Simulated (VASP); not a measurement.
AlCo: single point with PBEsol

Crystal: AlCo.

```
Al Co
1.0
     2.90399    0.00000    0.00000
     0.00000    2.90399    0.00000
     0.00000    0.00000    2.90399
Al Co
1 1
Direct
  0.00000 0.00000 0.00000
  0.50000 0.50000 0.50000
```

This cell differs from its parent crystal: strain +0.030 along x and y, +0.030 along z.

| Property | Result |
| --- | --- |
| Program | VASP 6.6.1 |
| Task | single point |
| Functional | PBEsol |
| Potentials or basis | VASP PAW PBE potentials, release 64 (Al, Co) |
| Cutoff | 520 eV |
| k mesh | 16 × 16 × 16 |
| Occupations | gaussian, width 0.15 eV |
| Spin | no spin polarisation |
| Dipole correction | no |
| Further INCAR settings | ALGO = Normal; EDIFF = 1e-06; NBANDS = 13 |

```
Pressure               : -13.6 GPa
Band gap on the k mesh : zero (bands 6 and 7 overlap by 2.61 eV)
```

Levels at points of the mesh, in eV from the Fermi level:
| k point | band 4 | band 5 | band 6 | band 7 | band 8 | band 9 |
| --- | --- | --- | --- | --- | --- | --- |
| (0.00, 0.00, 0.00) | -0.73 | -0.73 | -0.73 | 5.71 | 5.71 | 5.71 |
| (0.50, 0.00, 0.00) | -1.55 | -1.55 | -0.63 | 0.16 | 8.36 | 10.29 |
| (0.50, 0.50, 0.00) | -2.53 | -1.34 | -1.34 | -0.22 | 2.25 | 3.20 |
| (0.50, 0.50, 0.50) | -0.19 | -0.19 | 2.39 | 2.39 | 2.39 | 3.66 |

Wall time 41 s on 1 thread of Intel Xeon 8259CL (shared host), peak memory 0.18 GiB.

Caveat: the cell differs from its parent crystal (strain +0.030 along x and y, +0.030 along z); the cell stands under tension; the PAW data sets were made with another functional, which shifts forces and pressure a little; the run has no spin polarisation, though such a crystal can be magnetic. Spin polarisation is off, so any magnetic state and its effect on volume and gap are missing.
